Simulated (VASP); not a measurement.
# Co (Pm-3m) in VASP: further runs

Co is run at these levels: BLYP; tasks: single point.

Program: VASP 6.6.1. These are calculated values, not measurements. Logs are shortened: lines on timing, memory, paths and dates and some standing lists are left out, and cuts for length are marked.

**1. The cell of the first run**

Symmetry: Pm-3m, No. 221, cubic system. The conventional cell has a = 2.289 Å, b = 2.289 Å, c = 2.289 Å, α = 90.00°, β = 90.00°, γ = 90.00°. Within 3.0 Å of Co (site symmetry m-3m) lie 6 Co at 2.29 Å.

**2. Single point, BLYP (volume scaled by 0.96)**

The input, INCAR:

```
SYSTEM = Co
PREC     = Accurate       ! precision mode
ENCUT    = 520            ! plane-wave cutoff, eV
EDIFF    = 1E-6           ! SCF threshold, eV
ISMEAR   = -1             ! smearing method
SIGMA    = 0.1            ! smearing width, eV
LREAL    = .FALSE.        ! projectors in reciprocal space
LASPH    = .TRUE.         ! aspherical terms in the spheres
NELM     = 100            ! most SCF steps
ALGO     = Normal         ! electronic algorithm
ISIF     = 2              ! what is computed and relaxed
LWAVE    = .FALSE.        ! write WAVECAR
LCHARG   = .TRUE.         ! write CHGCAR
GGA      = B5             ! functional
ALDAX    = 1.0          
AGGAX    = 1.0          
AGGAC    = 1.0          
ALDAC    = 0.0          
LELF     = .TRUE.         ! ELF
LVHAR    = .TRUE.       
NBANDS   = 10             ! bands
```

The input, KPOINTS:

```
Automatic mesh
0
G
  15 15 15
  0 0 0
```

The input, POSCAR:

```
Co
1.0
    2.2891353594      0.0000000000      0.0000000000
    0.0000000000      2.2891353594      0.0000000000
    0.0000000000      0.0000000000      2.2891353594
Co
1
Direct
    0.0000000000      0.0000000000      0.0000000000
```

Potentials or basis: VASP PAW PBE potentials, release 64 (Co).

Started as:

```bash
$ cat potpaw_PBE.64/Co/POTCAR > POTCAR
$ mpirun -np 1 vasp_std > vasp.out
```

OUTCAR:

```text
SYSTEM = Co
   PREC = Accurate
   ENCUT = 520
   EDIFF = 1E-6
   ISMEAR = -1
   LREAL = .FALSE.
   LASPH = .TRUE.
   NELM = 100
   ISIF = 2
   GGA = B5

 ion  position               nearest neighbor table
   1  0.000  0.000  0.000-

  LATTYP: Found a simple cubic cell.
 ALAT       =     2.2891353594

  Lattice vectors:

 A1 = (   2.2891353594,   0.0000000000,   0.0000000000)
 A2 = (   0.0000000000,   2.2891353594,   0.0000000000)
 A3 = (   0.0000000000,   0.0000000000,   2.2891353594)

Analysis of symmetry for initial positions (statically):
=====================================================================
 Subroutine PRICEL returns:
 Original cell was already a primitive cell.

 Routine SETGRP: Setting up the symmetry group for a
 simple cubic supercell.

 Subroutine GETGRP returns: Found 48 space group operations
 (whereof 48 operations were pure point group operations)
 out of a pool of 48 trial point group operations.

The static configuration has the point symmetry O_h .

Analysis of symmetry for dynamics (positions and initial velocities):
=====================================================================
 Subroutine PRICEL returns:
 Original cell was already a primitive cell.

 Routine SETGRP: Setting up the symmetry group for a
 simple cubic supercell.

 Subroutine GETGRP returns: Found 48 space group operations
 (whereof 48 operations were pure point group operations)
 out of a pool of 48 trial point group operations.

The dynamic configuration has the point symmetry O_h .

 Subroutine INISYM returns: Found 48 space group operations
 (whereof 48 operations are pure point group operations),
 and found     1 'primitive' translations

----------------------------------------------------------------------------------------

                                     Primitive cell

  volume of cell :      11.9954

  direct lattice vectors                    reciprocal lattice vectors
     2.289135359  0.000000000  0.000000000     0.436846164  0.000000000  0.000000000
     0.000000000  2.289135359  0.000000000     0.000000000  0.436846164  0.000000000
     0.000000000  0.000000000  2.289135359     0.000000000  0.000000000  0.436846164

  length of vectors
     2.289135359  2.289135359  2.289135359     0.436846164  0.436846164  0.436846164

  position of ions in fractional coordinates (direct lattice)
     0.000000000  0.000000000  0.000000000

[... 73 lines left out ...]
   ENCUT  =  520.0 eV  38.22 Ry    6.18 a.u.   4.26  4.26  4.26*2*pi/ulx,y,z
   NELM   =    100;   NELMIN=  2; NELMDL= -5     # of ELM steps
   EDIFF  = 0.1E-05   stopping-criterion for ELM
   LREAL  =      F    real-space projection
   EDIFFG = 0.1E-04   stopping-criterion for IOM
   NSW    =      0    number of steps for IOM
   IBRION =     -1    ionic relax: 0-MD 1-quasi-New 2-CG
   NFREE  =      0    steps in history (QN), initial steepest desc. (CG)
   ISIF   =      2    stress and relaxation
   ISYM   =      2    0-nonsym 1-usesym 2-fastsym
   POTIM  = 0.5000    time-step for ionic-motion
   TEBEG  =    0.0;   TEEND  =   0.0 temperature during run
   PSTRESS=    0.0 pullay stress
   NELECT =       9.0000    total number of electrons
   NUPDOWN=      -1.0000    fix difference up-down
   EMIN   =  10.00;   EMAX   =-10.00  energy-range for DOS
   EFERMI =   0.00;   METHOD = LEGACY
   ISMEAR =    -1;   SIGMA  =   0.10  broadening in eV -4-tet -1-fermi 0-gaus
   EFERMI_NEDOS =   21; number of points for ismear=-14 and -15
   IALGO  =     38    algorithm
   IMIX   =      4    mixing-type and parameters
     AMIX     =   0.40;   BMIX     =  1.00
     AMIX_MAG =   1.60;   BMIX_MAG =  1.00
  volume/ion in A,a.u.               =      12.00        80.95
  Fermi-wavevector in a.u.,A,eV,Ry     =   1.487593  2.811144 30.108790  2.212934
  Thomas-Fermi vector in A             =   2.600734
   LORBIT       =      0    0 simple, 1 ext, 2 COOP (PROOUT), +10 PAW based schemes
   GGA     = B5    functional components
   LHFCALC =     F    Hartree Fock is set to
   AEXX    =    0.0000 exact exchange contribution
   IVDW    =     0    specifies the selected vdW correction
   LEPSILON=     F    determine dielectric tensor
   LRPA    =     F    only Hartree local field effects (RPA)
 non-spin polarized calculation
  energy-cutoff  :      520.00
  volume of cell :       12.00
 maximum number of plane-waves:       341
 NGX is ok and might be reduce to    18
   NGX =  9   NGY =  9   NGZ =  9

 number of electron       9.0000008 magnetization

 Free energy of the ion-electron system (eV)
  ---------------------------------------------------
  ext. energy  EPLUGINS =         0.00000000
  ---------------------------------------------------
  free energy    TOTEN  =        -5.23903074 eV

  energy without entropy =       -5.14403040  energy(sigma->0) =       -5.19153057

 E-fermi :   9.3324     XC(G=0): -12.1064

 val. band max:        9.3305064907   @ k =   0.1333   0.1333   0.0667
 cond. band min:       9.3325570031   @ k =   0.2667   0.2000   0.1333
 fundamental gap:      0.0020505124
 Fermi energy:         9.3323905413

 k-point     1 :       0.0000    0.0000    0.0000
  band No.  band energies     occupation
      1       1.3364      2.00000
      2       5.7753      2.00000
      3       5.7753      2.00000
      4       9.8030      0.01791
      5       9.8030      0.01791
      6       9.8030      0.01791
      7      29.5645      0.00000
      8      29.5645      0.00000
      9      29.5645      0.00000
     10      33.8291      0.00000
[... 287 lines left out ...]
 k-point    24 :       0.3333    0.2000    0.0000
  band No.  band energies     occupation
      1       5.0325      2.00000
      2       6.5149      2.00000
      3       7.4098      2.00000
      4       8.8723      1.98010
      5       9.1330      1.76036
      6       9.4567      0.44776
      7      18.2771      0.00000
      8      25.8696      0.00000
      9      34.4386      0.00000
     10      35.3755      0.00000

 [... further k-points ...]
[... 5 lines left out ...]
  --------------------------------------------------------------------------------------
  -------------------------------------------------------------------------------------
  Total        0.5047612      0.5047612      0.5047612      0.0000000      0.0000000     -0.0000000
  in kB       67.4189686     67.4189686     67.4189686      0.0000000      0.0000000     -0.0000000
  external PRESSURE =      67.4189686 kB  Pullay stress =       0.0000000 kB

 VOLUME and BASIS-vectors are now :
 -----------------------------------------------------------------------------
  energy-cutoff  :      520.00
  volume of cell :       12.00
      direct lattice vectors                 reciprocal lattice vectors
     2.289135359  0.000000000  0.000000000     0.436846164  0.000000000  0.000000000
     0.000000000  2.289135359  0.000000000     0.000000000  0.436846164  0.000000000
     0.000000000  0.000000000  2.289135359     0.000000000  0.000000000  0.436846164

 POSITION                                       TOTAL-FORCE (eV/Angst)
 -----------------------------------------------------------------------------------
      0.00000      0.00000      0.00000         0.000000      0.000000      0.000000
 -----------------------------------------------------------------------------------
    total drift:                                0.000000      0.000000     -0.000000

  FREE ENERGIE OF THE ION-ELECTRON SYSTEM (eV)
  ---------------------------------------------------
  free  energy   TOTEN  =        -5.2390307435 eV

  energy  without entropy=       -5.1440303955  energy(sigma->0) =       -5.19153057
```

OSZICAR:

```text
N       E                     dE             d eps       ncg     rms          rms(c)
DAV:   1     0.250167762364E+02    0.25017E+02   -0.40886E+03  2424   0.103E+03
DAV:   2    -0.521454117757E+01   -0.30231E+02   -0.29191E+02  2438   0.152E+02
DAV:   3    -0.595681624226E+01   -0.74228E+00   -0.73400E+00  2784   0.297E+01
DAV:   4    -0.596752660143E+01   -0.10710E-01   -0.10706E-01  2892   0.312E+00
DAV:   5    -0.596787938709E+01   -0.35279E-03   -0.35277E-03  2880   0.512E-01    0.777E+00
DAV:   6    -0.544237142378E+01    0.52551E+00   -0.97668E+00  2666   0.447E+01    0.336E+00
DAV:   7    -0.524987123948E+01    0.19250E+00   -0.14650E+00  2656   0.170E+01    0.119E+00
DAV:   8    -0.524011782603E+01    0.97534E-02   -0.12863E-02  3516   0.100E+00    0.372E-01
DAV:   9    -0.523908234044E+01    0.10355E-02   -0.24066E-03  3364   0.335E-01    0.103E-01
DAV:  10    -0.523903529690E+01    0.47044E-04   -0.59178E-05  3078   0.704E-02    0.167E-02
DAV:  11    -0.523903075961E+01    0.45373E-05   -0.15400E-06  1890   0.928E-03    0.241E-03
DAV:  12    -0.523903074346E+01    0.16153E-07   -0.16171E-07  1322   0.378E-03
   1 F= -.52390307E+01 E0= -.51915306E+01  d E =-.950003E-01
```

stdout:

```text
POSCAR found type information on POSCAR Co
 POSCAR found :  1 types and       1 ions
 scaLAPACK will be used
 -----------------------------------------------------------------------------
|                                                                             |
|                                                                             |
|     You enforced a specific xc type in the INCAR file but a different       |
|     I HOPE YOU KNOW WHAT YOU ARE DOING!                                     |
|                                                                             |
 -----------------------------------------------------------------------------

 LDA part: xc-table for (Slater(with rela. corr.)+VWN5), standard interpolation
 POSCAR, INCAR and KPOINTS ok, starting setup
 FFT: planning ... GRIDC
 FFT: planning ... GRID_SOFT
 FFT: planning ... GRID
 WAVECAR not read
 entering main loop
```

Wall time 12 s (1 thread of Intel Xeon Platinum 8559C (Emerald Rapids), shared host); peak memory 0.12 GiB.

Results:

```
Free energy : -5.2390 eV
Pressure    : 6.7 GPa
```

Levels at points of the mesh, in eV from the Fermi level:
| k point | band 3 | band 4 | band 5 | band 6 | band 7 | band 8 |
| --- | --- | --- | --- | --- | --- | --- |
| (0.00, 0.00, 0.00) | -3.56 | 0.47 | 0.47 | 0.47 | 20.23 | 20.23 |

Caveat: the cell differs from its parent crystal (volume scaled by 0.96); the PAW data sets were made with another functional, which shifts forces and pressure a little; the run has no spin polarisation, though such a crystal can be magnetic.

**3. Single point, BLYP**

This run uses another cell than the first one, of 12.50 Å³/atom, 1.042 times its volume.

The input, INCAR:

```
  PREC = Accurate
  ENCUT = 520
  EDIFF = 1E-6
  ISMEAR = -1
  SIGMA = 0.1
  LREAL = False
  LASPH = True
  NELM = 60
  ALGO = Normal
  ISIF = 2
  LWAVE = False
  LCHARG = False
  GGA = B5
  ALDAX = 1.0
  AGGAX = 1.0
  AGGAC = 1.0
  ALDAC = 0.0
  NBANDS = 10
```

The input, KPOINTS:

```
regular mesh
0
Gamma
  14 14 14
```

The input, POSCAR:

```
Co
1.0
    2.3204972752      0.0000000000      0.0000000000
    0.0000000000      2.3204972752      0.0000000000
    0.0000000000      0.0000000000      2.3204972752
Co
1
Direct
    0.0000000000      0.0000000000      0.0000000000
```

Potentials or basis: VASP PAW PBE potentials, release 64 (Co).

Started as:

```bash
$ cat potpaw_PBE.64/Co/POTCAR > POTCAR
$ mpirun -np 1 vasp_std > vasp.out
```

Run time: 13 s. Hardware: 1 thread of Intel Xeon Platinum 8559C (Emerald Rapids), shared host; peak memory 0.12 GiB.

The run converged. Its results:

```
Free energy : -5.2512 eV
Pressure    : -0.3 GPa
```

Levels at points of the mesh, in eV from the Fermi level:
```csv
k point,band 2,band 3,band 4,band 5,band 6,band 7
"(0.00, 0.00, 0.00)",-3.36,-3.36,0.44,0.44,0.44,19.73
"(0.50, 0.00, 0.00)",-2.87,-0.79,-0.79,-0.75,0.55,4.59
"(0.50, 0.50, 0.00)",-2.46,-0.54,-0.54,1.30,5.54,5.54
"(0.50, 0.50, 0.50)",-3.00,-3.00,1.37,1.37,12.29,12.29
```

Caveat: the PAW data sets were made with another functional, which shifts forces and pressure a little; the run has no spin polarisation, though such a crystal can be magnetic. Spin polarisation is off, so any magnetic state and its effect on volume and gap are missing.

**4. Single point, BLYP**

This run uses another cell than the first one, of 12.50 Å³/atom, 1.042 times its volume.

The input, INCAR:

```
PREC     = Accurate       # precision mode
ENCUT    = 520            # plane-wave cutoff, eV
EDIFF    = 1E-7           # SCF threshold, eV
ISMEAR   = -1             # smearing method
SIGMA    = 0.1            # smearing width, eV
LREAL    = False          # projectors in reciprocal space
LASPH    = True           # aspherical terms in the spheres
NELM     = 80             # most SCF steps
ALGO     = Normal         # electronic algorithm
ISIF     = 2              # what is computed and relaxed
LWAVE    = False          # write WAVECAR
LCHARG   = False          # write CHGCAR
GGA      = B5             # functional
ALDAX    = 1.0          
AGGAX    = 1.0          
AGGAC    = 1.0          
ALDAC    = 0.0          
NBANDS   = 10             # bands
```

The input, KPOINTS:

```
regular mesh
0
Gamma
  15 15 15
```

POSCAR is that of step 3.

Started as:

```bash
$ cat potpaw_PBE.64/Co/POTCAR > POTCAR
$ mpirun -np 1 vasp_std > vasp.out
```

Run time: 14 s. Hardware: 1 thread of Intel Xeon Platinum 8559C (Emerald Rapids), shared host; peak memory 0.13 GiB.

It converged, with:

| Quantity | Value |
| --- | --- |
| Free energy | -5.2488 eV |
| Pressure | -0.3 GPa |

Levels at points of the mesh, in eV from the Fermi level:
| k point | band 1 | band 2 | band 3 | band 4 | band 5 | band 6 | band 7 | band 8 | band 9 | band 10 |
| --- | --- | --- | --- | --- | --- | --- | --- | --- | --- | --- |
| (0.00, 0.00, 0.00) | -7.75 | -3.36 | -3.36 | 0.44 | 0.44 | 0.44 | 19.73 | 19.73 | 19.73 | 23.89 |

Caveat: the PAW data sets were made with another functional, which shifts forces and pressure a little; the run has no spin polarisation, though such a crystal can be magnetic.

**5. Single point, BLYP (volume scaled by 1.04)**

The input, INCAR:

```
AGGAC = 1.0
AGGAX = 1.0
ALDAC = 0.0
ALDAX = 1.0
ALGO = Normal
EDIFF = 1E-6
ENCUT = 520
GGA = B5
ISIF = 2
ISMEAR = -1
LASPH = True
LCHARG = True
LELF = True
LREAL = False
LVHAR = True
LWAVE = False
NBANDS = 10
NELM = 100
PREC = Accurate
SIGMA = 0.1
```

The input, KPOINTS:

```
k-points
0
Gamma
  15 15 15
```

The input, POSCAR:

```
Co
1.0
    2.3510336359      0.0000000000      0.0000000000
    0.0000000000      2.3510336359      0.0000000000
    0.0000000000      0.0000000000      2.3510336359
Co
1
Direct
    0.0000000000      0.0000000000      0.0000000000
```

Started as:

```bash
$ cat potpaw_PBE.64/Co/POTCAR > POTCAR
$ mpirun -np 1 vasp_std > vasp.out
```

Run time: 14 s. Hardware: 1 thread of Intel Xeon Platinum 8559C (Emerald Rapids), shared host; peak memory 0.13 GiB.

The run converged. Its results:

```
Free energy : -5.2393 eV
Pressure    : -5.8 GPa
```

Levels at points of the mesh, in eV from the Fermi level:
```tsv
k point	band 2	band 3	band 4	band 5	band 6	band 7	band 8	band 9
(0.00, 0.00, 0.00)	-3.18	-3.18	0.41	0.41	0.41	19.26	19.26	19.26
```

Caveat: the cell differs from its parent crystal (volume scaled by 1.04); the PAW data sets were made with another functional, which shifts forces and pressure a little; the run has no spin polarisation, though such a crystal can be magnetic. Spin polarisation is off, so any magnetic state and its effect on volume and gap are missing.

**6. The runs side by side**

```csv
cell,k mesh,gap on the mesh (eV),pressure (GPa)
"a = 2.289 Å, 1 atom",15 × 15 × 15,none,6.7
"a = 2.320 Å, 1 atom",14 × 14 × 14,none,-0.3
"a = 2.320 Å, 1 atom",15 × 15 × 15,none,-0.3
"a = 2.351 Å, 1 atom",15 × 15 × 15,none,-5.8
```

Alike in all rows: task single point; level BLYP; potentials or basis VASP PAW PBE potentials, release 64 (Co); no spin polarisation; cutoff (eV) 520; smearing fermi-dirac 0.1 eV.

Caveats: the PAW data sets were made with another functional, which shifts forces and pressure a little; the run has no spin polarisation, though such a crystal can be magnetic.

Total energies depend on the potentials used, so only differences within one code and one set of settings carry meaning.
